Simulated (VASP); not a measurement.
# ZnSe (P4/nmm) in VASP: settings compared

Aim: see how the results for ZnSe move with the level of theory and the settings. Levels: PBE-based screened hybrid with 50 % exact exchange, PBE-based screened hybrid with 10 % exact exchange. Tasks: single point.

Program: VASP 6.6.1. These are calculated values, not measurements. Logs are shortened: lines on timing, memory, paths and dates and some standing lists are left out, and cuts for length are marked.

### 1 The cell of the first run

Symmetry: P4/nmm, No. 129, tetragonal system. The conventional cell has a = 4.108 Å, b = 4.108 Å, c = 6.070 Å, α = 90.00°, β = 90.00°, γ = 90.00°. Within 3.4 Å of Se (site symmetry 4mm) lie 4 Zn at 2.54 Å. Within 3.4 Å of Zn (site symmetry -4m2) lie 4 Se at 2.54 Å and 4 Zn at 2.90 Å.

### 2 Single point, PBE-based screened hybrid with 50 % exact exchange

The input, POSCAR:

```
ZnSe
1.0
    4.1077020000      0.0000000000      0.0000000000
    0.0000000000      4.1077020000      0.0000000000
    0.0000000000      0.0000000000      6.0703500000
Se Zn
2 2
Direct
    0.5000000000      0.0000000000      0.7537200000
    0.0000000000      0.5000000000      0.2462800000
    0.5000000000      0.5000000000      0.0000000000
    0.0000000000      0.0000000000      0.0000000000
```

The input, INCAR.step1:

```
SYSTEM = ZnSe
PREC = Accurate
ENCUT = 520
EDIFF = 1E-5
ISMEAR = -1
SIGMA = 0.05
LREAL = .False.
LASPH = .True.
NELM = 100
ALGO = Normal
ISIF = 2
LWAVE = .True.
LCHARG = .False.
NBANDS = 26
GGA = PE
```

The input, INCAR.step2:

```
SYSTEM = ZnSe
PREC = Accurate
ENCUT = 520
EDIFF = 1E-7
ISMEAR = -1
SIGMA = 0.05
LREAL = .False.
LASPH = .True.
NELM = 100
ALGO = Normal
ISIF = 2
LWAVE = .False.
LCHARG = .False.
GGA = PE
LHFCALC = .True.
AEXX = 0.5
HFSCREEN = 0.2
PRECFOCK = Normal
NBANDS = 26
ISTART = 1
```

The input, KPOINTS:

```
regular mesh
0
Gamma
  4 4 3
  0 0 0
```

Potentials or basis: VASP PAW PBE potentials, release 64 (Se, Zn).

Command:

```bash
cat potpaw_PBE.64/Se/POTCAR potpaw_PBE.64/Zn/POTCAR > POTCAR
cp INCAR.step1 INCAR
mpirun -np 1 vasp_std > vasp.out
cp INCAR.step2 INCAR
mpirun -np 1 vasp_std > vasp.out
```

OUTCAR:

```text
SYSTEM = ZnSe
   PREC = Accurate
   ENCUT = 520
   EDIFF = 1E-7
   ISMEAR = -1
   LREAL = .False.
   LASPH = .True.
   NELM = 100
   ISIF = 2
   GGA = PE
   LHFCALC = .True.
   AEXX = 0.5
   HFSCREEN = 0.2
   PRECFOCK = Normal
   ISTART = 1

 ion  position               nearest neighbor table
   1  0.500  0.000  0.754-   3 2.54   4 2.54   3 2.54   4 2.54
   2  0.000  0.500  0.246-   3 2.54   4 2.54   4 2.54   3 2.54
   3  0.500  0.500  0.000-   1 2.54   2 2.54   1 2.54   2 2.54   4 2.90   4 2.90   4 2.90   4 2.90

   4  0.000  0.000  0.000-   1 2.54   2 2.54   2 2.54   1 2.54   3 2.90   3 2.90   3 2.90   3 2.90

  LATTYP: Found a simple tetragonal cell.
 ALAT       =     4.1077020000
 C/A-ratio  =     1.4777970749

  Lattice vectors:

 A1 = (   4.1077020000,   0.0000000000,   0.0000000000)
 A2 = (   0.0000000000,   4.1077020000,   0.0000000000)
 A3 = (   0.0000000000,   0.0000000000,   6.0703500000)

Analysis of symmetry for initial positions (statically):
=====================================================================
 Subroutine PRICEL returns:
 Original cell was already a primitive cell.

 Routine SETGRP: Setting up the symmetry group for a
 simple tetragonal supercell.

 Subroutine GETGRP returns: Found 16 space group operations
 (whereof  8 operations were pure point group operations)
 out of a pool of 16 trial point group operations.

The static configuration has the point symmetry D_2d.
 The point group associated with its full space group is D_4h.

Analysis of symmetry for dynamics (positions and initial velocities):
=====================================================================
 Subroutine PRICEL returns:
 Original cell was already a primitive cell.

 Routine SETGRP: Setting up the symmetry group for a
 simple tetragonal supercell.

 Subroutine GETGRP returns: Found 16 space group operations
 (whereof  8 operations were pure point group operations)
 out of a pool of 16 trial point group operations.

The dynamic configuration has the point symmetry D_2d.
 The point group associated with its full space group is D_4h.

 Subroutine INISYM returns: Found 16 space group operations
 (whereof  8 operations are pure point group operations),
 and found     1 'primitive' translations

----------------------------------------------------------------------------------------

                                     Primitive cell

  volume of cell :     102.4263

  direct lattice vectors                    reciprocal lattice vectors
     4.107702000  0.000000000  0.000000000     0.243445118  0.000000000  0.000000000
     0.000000000  4.107702000  0.000000000     0.000000000  0.243445118  0.000000000
     0.000000000  0.000000000  6.070350000     0.000000000  0.000000000  0.164735147

  length of vectors
     4.107702000  4.107702000  6.070350000     0.243445118  0.243445118  0.164735147

  position of ions in fractional coordinates (direct lattice)
     0.500000000  0.000000000  0.753720000
     0.000000000  0.500000000  0.246280000
     0.500000000  0.500000000  0.000000000
     0.000000000  0.000000000  0.000000000

  ion indices of the primitive-cell ions
   primitive index   ion index
                 1           1
                 2           2
                 3           3
                 4           4

----------------------------------------------------------------------------------------

 KPOINTS: regular mesh

Automatic generation of k-mesh.
 Grid dimensions read from file:
 generate k-points for:    4    4    3

 Generating k-lattice:

  Cartesian coordinates                     Fractional coordinates (reciprocal lattice)
     0.060861280  0.000000000  0.000000000     0.250000000  0.000000000  0.000000000
     0.000000000  0.060861280  0.000000000     0.000000000  0.250000000  0.000000000
     0.000000000  0.000000000  0.054911716     0.000000000  0.000000000  0.333333333

  Length of vectors
     0.060861280  0.060861280  0.054911716

  Shift w.r.t. Gamma in fractional coordinates (k-lattice)
     0.000000000  0.000000000  0.000000000

 Subroutine IBZKPT returns following result:
 ===========================================

 Found     12 irreducible k-points:

 Following reciprocal coordinates:
            Coordinates               Weight
  0.000000  0.000000  0.000000      1.000000
  0.250000  0.000000  0.000000      4.000000
  0.500000  0.000000  0.000000      2.000000
  0.250000  0.250000  0.000000      4.000000
  0.500000  0.250000  0.000000      4.000000
  0.500000  0.500000  0.000000      1.000000
  0.000000  0.000000  0.333333      2.000000
  0.250000  0.000000  0.333333      8.000000
  0.500000  0.000000  0.333333      4.000000
  0.250000  0.250000  0.333333      8.000000
  0.500000  0.250000  0.333333      8.000000
  0.500000  0.500000  0.333333      2.000000
   k-points           NKPTS =     12   k-points in BZ     NKDIM =     48   number of bands    NBANDS=     26
   number of dos      NEDOS =    301   number of ions     NIONS =      4
   total plane-waves  NPLWV =  49152
   dimension x,y,z NGX =    32 NGY =   32 NGZ =   48
   dimension x,y,z NGXF=    64 NGYF=   64 NGZF=   96
   ions per type =               2   2
   NGX,Y,Z   is equivalent  to a cutoff of  12.95, 12.95, 13.15 a.u.
   NGXF,Y,Z  is equivalent  to a cutoff of  25.90, 25.90, 26.29 a.u.
 SYSTEM =  ZnSe
   PREC   = accura    normal or accurate (medium, high low for compatibility)
   ISTART =      1    job   : 0-new  1-cont  2-samecut
   ICHARG =      0    charge: 1-file 2-atom 10-const
   ISPIN  =      1    spin polarized calculation?
   LNONCOLLINEAR =      F non collinear calculations
   LSORBIT =      F    spin-orbit coupling
   LASPH  =      T    aspherical Exc in radial PAW
   ENCUT  =  520.0 eV  38.22 Ry    6.18 a.u.   7.64  7.64 11.29*2*pi/ulx,y,z
   NELM   =    100;   NELMIN=  2; NELMDL=  0     # of ELM steps
   EDIFF  = 0.1E-06   stopping-criterion for ELM
   LREAL  =      F    real-space projection
   EDIFFG = 0.1E-05   stopping-criterion for IOM
   NSW    =      0    number of steps for IOM
   IBRION =     -1    ionic relax: 0-MD 1-quasi-New 2-CG
   NFREE  =      0    steps in history (QN), initial steepest desc. (CG)
   ISIF   =      2    stress and relaxation
   ISYM   =      3    0-nonsym 1-usesym 2-fastsym
   POTIM  = 0.5000    time-step for ionic-motion
   TEBEG  =    0.0;   TEEND  =   0.0 temperature during run
   PSTRESS=    0.0 pullay stress
   NELECT =      36.0000    total number of electrons
   NUPDOWN=      -1.0000    fix difference up-down
   EMIN   =  10.00;   EMAX   =-10.00  energy-range for DOS
   EFERMI =   0.00;   METHOD = LEGACY
   ISMEAR =    -1;   SIGMA  =   0.05  broadening in eV -4-tet -1-fermi 0-gaus
   EFERMI_NEDOS =   21; number of points for ismear=-14 and -15
   IALGO  =     38    algorithm
   IMIX   =      1    mixing-type and parameters
     AMIX     =   0.40;   BMIX     =  1.00
     AMIX_MAG =   1.60;   BMIX_MAG =  1.00
  volume/ion in A,a.u.               =      25.61       172.80
  Fermi-wavevector in a.u.,A,eV,Ry     =   1.155328  2.183253 18.160809  1.334782
  Thomas-Fermi vector in A             =   2.291957
   LORBIT       =      0    0 simple, 1 ext, 2 COOP (PROOUT), +10 PAW based schemes
   GGA     = PE    functional components
   LHFCALC =     T    Hartree Fock is set to
   PRECFOCK=normal    Normal, Fast or Accurate (Low or Medium for compatibility)
   ENCUT4O =  -1.0   cutoff for four orbital integrals eV
   NKREDX  =     1    reduce k-point grid by
   NKREDY  =     1    reduce k-point grid by
   NKREDZ  =     1    reduce k-point grid by
   AEXX    =    0.5000 exact exchange contribution
   HFSCREEN=    0.2000 screening length (either q_TF or 0.3 A-1)
   HFSCREENC=   0.2000 screening length for correlation (either q_TF or 0.3 A-1)
   ENCUTFOCK=  -1.0 apply spherical cutoff to Coloumb kernel
   IVDW    =     0    specifies the selected vdW correction
   LEPSILON=     F    determine dielectric tensor
   LRPA    =     F    only Hartree local field effects (RPA)
 non-spin polarized calculation
  energy-cutoff  :      520.00
  volume of cell :      102.43
 maximum number of plane-waves:      2775
 NGX is ok and might be reduce to    32
  NGX = 24; NGY = 24; NGZ = 36

 number of electron      35.9999984 magnetization

 Free energy of the ion-electron system (eV)
  ---------------------------------------------------
  ext. energy  EPLUGINS =         0.00000000
  ---------------------------------------------------
  free energy    TOTEN  =       -17.26056973 eV

  energy without entropy =      -17.26056973  energy(sigma->0) =      -17.26056973

 E-fermi :   0.4223     XC(G=0):  -5.7396

 val. band max:       -0.6674814450   @ k =   0.0000   0.0000   0.0000
 cond. band min:       3.3376015545   @ k =   0.0000   0.0000   0.0000
 fundamental gap:      4.0050829995
 Fermi energy:         0.4222990345

 k-point     1 :       0.0000    0.0000    0.0000
  band No.  band energies     occupation
      1     -15.7864      2.00000
      2     -14.7567      2.00000
      3     -10.9475      2.00000
      4     -10.8132      2.00000
      5     -10.8132      2.00000
      6     -10.7850      2.00000
[... 18 lines left out ...]
     25      11.9543      0.00000
     26      12.6303      0.00000

 k-point     2 :       0.2500    0.0000    0.0000
  band No.  band energies     occupation
      1     -15.5123      2.00000
      2     -14.7642      2.00000
      3     -10.8666      2.00000
      4     -10.7470      2.00000
      5     -10.7185      2.00000
      6     -10.6936      2.00000
[... 18 lines left out ...]
     25       9.5842      0.00000
     26       9.8982      0.00000

 k-point     3 :       0.5000    0.0000    0.0000
  band No.  band energies     occupation
      1     -14.9960      2.00000
      2     -14.9960      2.00000
      3     -10.6726      2.00000
      4     -10.6726      2.00000
      5     -10.5934      2.00000
      6     -10.5934      2.00000
[... 224 lines left out ...]
 k-point    11 :       0.5000    0.2500    0.3333
  band No.  band energies     occupation
      1     -14.8552      2.00000
      2     -14.8552      2.00000
      3     -10.7541      2.00000
      4     -10.7541      2.00000
      5     -10.6213      2.00000
      6     -10.6213      2.00000
[... 18 lines left out ...]
     25       9.8964      0.00000
     26       9.8964      0.00000

 k-point    12 :       0.5000    0.5000    0.3333
  band No.  band energies     occupation
      1     -14.7138      2.00000
      2     -14.7138      2.00000
      3     -10.8285      2.00000
      4     -10.8285      2.00000
      5     -10.5816      2.00000
      6     -10.5816      2.00000
[... 18 lines left out ...]
     25      10.4174      0.00000
     26      10.4174      0.00000

------------------------ aborting loop because EDIFF is reached ----------------------------------------

  FORCE on cell =-STRESS in cart. coord.  units (eV):
  Direction    XX          YY          ZZ          XY          YZ          ZX
  --------------------------------------------------------------------------------------
  -------------------------------------------------------------------------------------
  Total       -0.8585398     -0.8585398     -2.0326498      0.0000000      0.0000000     -0.0000000
  in kB      -13.4294874    -13.4294874    -31.7951992      0.0000000      0.0000000     -0.0000000
  external PRESSURE =     -19.5513913 kB  Pullay stress =       0.0000000 kB

 VOLUME and BASIS-vectors are now :
 -----------------------------------------------------------------------------
  energy-cutoff  :      520.00
  volume of cell :      102.43
      direct lattice vectors                 reciprocal lattice vectors
     4.107702000  0.000000000  0.000000000     0.243445118  0.000000000  0.000000000
     0.000000000  4.107702000  0.000000000     0.000000000  0.243445118  0.000000000
     0.000000000  0.000000000  6.070350000     0.000000000  0.000000000  0.164735147

 POSITION                                       TOTAL-FORCE (eV/Angst)
 -----------------------------------------------------------------------------------
      2.05385      0.00000      4.57534         0.000000      0.000000      0.683305
      0.00000      2.05385      1.49501         0.000000      0.000000     -0.683305
      2.05385      2.05385      0.00000        -0.000000     -0.000000     -0.000000
      0.00000      0.00000      0.00000         0.000000      0.000000     -0.000000
 -----------------------------------------------------------------------------------
    total drift:                                0.000001      0.000003     -0.000013

  FREE ENERGIE OF THE ION-ELECTRON SYSTEM (eV)
  ---------------------------------------------------
  free  energy   TOTEN  =       -17.2605697286 eV

  energy  without entropy=      -17.2605697286  energy(sigma->0) =      -17.26056973
```

It took 61 min on 1 thread of Intel Xeon Platinum 8259CL at 2.50GHz (Skylake/Cascade Lake), shared host; peak memory 0.36 GiB.

What came out:

| Quantity | Value |
| --- | --- |
| Free energy | -17.2606 eV |
| Pressure | -2.0 GPa |
| Largest force | 0.683 eV/Å |
| Band gap on the k mesh | 4.01 eV |

Forces on the atoms (eV/Å):
```
Se   0.000  0.000  0.683
Se   0.000  0.000 -0.683
Zn   0.000  0.000  0.000
Zn   0.000  0.000  0.000
```

Stress tensor (GPa, compression positive):
```
-1.34  0.00  0.00
 0.00 -1.34  0.00
 0.00  0.00 -3.18
```

Levels at points of the mesh, in eV from the valence-band top:
```tsv
k point	band 15	band 16	band 17	band 18	band 19	band 20	band 21	band 22
(0.00, 0.00, 0.00)	-2.42	-0.03	-0.03	0.00	4.01	4.30	4.82	8.03
(0.50, 0.00, 0.00)	-1.71	-1.71	-0.91	-0.91	5.82	5.82	8.12	8.12
(0.50, 0.50, 0.00)	-2.37	-2.37	-2.26	-2.26	5.18	5.18	5.77	5.77
```

Caveat: the PAW data sets were made with another functional, which shifts forces and pressure a little. A k mesh can miss the band edges.

### 3 Single point, PBE-based screened hybrid with 10 % exact exchange

POSCAR is that of step 2.

The input, INCAR.step1:

```
ALGO = Normal
EDIFF = 1E-5
ENCUT = 520
GGA = PE
ISIF = 2
ISMEAR = -1
LASPH = True
LREAL = False
LWAVE = True
NBANDS = 26
NELM = 60
PREC = Accurate
SIGMA = 0.05
```

The input, INCAR.step2:

```
AEXX = 0.1
ALGO = Normal
EDIFF = 1E-6
ENCUT = 520
GGA = PE
HFSCREEN = 0.2
ISIF = 2
ISMEAR = -1
ISTART = 1
LASPH = True
LCHARG = True
LELF = True
LHFCALC = True
LREAL = False
LVHAR = True
LWAVE = False
NBANDS = 26
NELM = 60
PREC = Accurate
PRECFOCK = Normal
SIGMA = 0.05
```

The input, KPOINTS:

```
k-points
0
Gamma
  4 4 3
```

Potentials or basis: VASP PAW PBE potentials, release 64 (Se, Zn).

Command:

```bash
cat potpaw_PBE.64/Se/POTCAR potpaw_PBE.64/Zn/POTCAR > POTCAR
cp INCAR.step1 INCAR
mpirun -np 1 vasp_std > vasp.out
cp INCAR.step2 INCAR
mpirun -np 1 vasp_std > vasp.out
```

OUTCAR:

```text
AEXX = 0.1
   EDIFF = 1E-6
   ENCUT = 520
   GGA = PE
   HFSCREEN = 0.2
   ISIF = 2
   ISMEAR = -1
   ISTART = 1
   LASPH = True
   LHFCALC = True
   LREAL = False
   NELM = 60
   PREC = Accurate
   PRECFOCK = Normal

 ion  position               nearest neighbor table
   1  0.500  0.000  0.754-   3 2.54   4 2.54   3 2.54   4 2.54
   2  0.000  0.500  0.246-   3 2.54   4 2.54   4 2.54   3 2.54
   3  0.500  0.500  0.000-   1 2.54   2 2.54   1 2.54   2 2.54   4 2.90   4 2.90   4 2.90   4 2.90

   4  0.000  0.000  0.000-   1 2.54   2 2.54   2 2.54   1 2.54   3 2.90   3 2.90   3 2.90   3 2.90

  LATTYP: Found a simple tetragonal cell.
 ALAT       =     4.1077020000
 C/A-ratio  =     1.4777970749

  Lattice vectors:

 A1 = (   4.1077020000,   0.0000000000,   0.0000000000)
 A2 = (   0.0000000000,   4.1077020000,   0.0000000000)
 A3 = (   0.0000000000,   0.0000000000,   6.0703500000)

Analysis of symmetry for initial positions (statically):
=====================================================================
 Subroutine PRICEL returns:
[... 169 lines left out ...]

  energy without entropy =      -12.42913503  energy(sigma->0) =      -12.42913503

 E-fermi :   1.5109     XC(G=0):  -8.0701

 val. band max:        0.3878984147   @ k =   0.0000   0.0000   0.0000
 cond. band min:       2.7359737738   @ k =   0.0000   0.0000   0.0000
 fundamental gap:      2.3480753591
 Fermi energy:         1.5109441834

 k-point     1 :       0.0000    0.0000    0.0000
  band No.  band energies     occupation
      1     -12.9414      2.00000
      2     -11.9905      2.00000
      3      -7.0176      2.00000
      4      -6.9587      2.00000
      5      -6.9175      2.00000
      6      -6.9175      2.00000
[... 337 lines left out ...]
     25       9.6528      0.00000
     26       9.6528      0.00000

------------------------ aborting loop because EDIFF is reached ----------------------------------------

  FORCE on cell =-STRESS in cart. coord.  units (eV):
  Direction    XX          YY          ZZ          XY          YZ          ZX
  --------------------------------------------------------------------------------------
  -------------------------------------------------------------------------------------
  Total       -0.1148618     -0.1148618     -0.4551799      0.0000000      0.0000000      0.0000000
  in kB       -1.7966963     -1.7966963     -7.1200333      0.0000000      0.0000000      0.0000000
  external PRESSURE =      -3.5711420 kB  Pullay stress =       0.0000000 kB

 VOLUME and BASIS-vectors are now :
 -----------------------------------------------------------------------------
  energy-cutoff  :      520.00
  volume of cell :      102.43
      direct lattice vectors                 reciprocal lattice vectors
     4.107702000  0.000000000  0.000000000     0.243445118  0.000000000  0.000000000
     0.000000000  4.107702000  0.000000000     0.000000000  0.243445118  0.000000000
     0.000000000  0.000000000  6.070350000     0.000000000  0.000000000  0.164735147

 POSITION                                       TOTAL-FORCE (eV/Angst)
 -----------------------------------------------------------------------------------
      2.05385      0.00000      4.57534        -0.000000      0.000000      0.190221
      0.00000      2.05385      1.49501         0.000000      0.000000     -0.190221
      2.05385      2.05385      0.00000         0.000000      0.000000     -0.000000
      0.00000      0.00000      0.00000         0.000000     -0.000000     -0.000000
 -----------------------------------------------------------------------------------
    total drift:                               -0.000001     -0.000003      0.000016

  FREE ENERGIE OF THE ION-ELECTRON SYSTEM (eV)
  ---------------------------------------------------
  free  energy   TOTEN  =       -12.4291350253 eV

  energy  without entropy=      -12.4291350252  energy(sigma->0) =      -12.42913503
```

OUTCAR.step1:

```text
EDIFF = 1E-5
   ENCUT = 520
   GGA = PE
   ISIF = 2
[... 566 lines left out ...]
      2.05385      0.00000      4.57534         0.000000      0.000000      0.055672
      0.00000      2.05385      1.49501         0.000000     -0.000000     -0.055672
      2.05385      2.05385      0.00000        -0.000000      0.000000     -0.000000
      0.00000      0.00000      0.00000         0.000000     -0.000000     -0.000000
 -----------------------------------------------------------------------------------
    total drift:                                0.000000     -0.000000     -0.000000

  FREE ENERGIE OF THE ION-ELECTRON SYSTEM (eV)
  ---------------------------------------------------
  free  energy   TOTEN  =       -11.3824917489 eV

  energy  without entropy=      -11.3824917480  energy(sigma->0) =      -11.38249175
```

It took 42 min on 1 thread of AMD EPYC 7R13 (Zen 3), shared host; peak memory 0.33 GiB.

Results:

```
Free energy            : -12.4291 eV
Pressure               : -0.4 GPa
Largest force          : 0.190 eV/Å
Band gap on the k mesh : 2.35 eV
```

Forces on the atoms (eV/Å):
```
Se   0.000  0.000  0.190
Se   0.000  0.000 -0.190
Zn   0.000  0.000  0.000
Zn   0.000  0.000  0.000
```

Caveat: the PAW data sets were made with another functional, which shifts forces and pressure a little. A k mesh can miss the band edges.
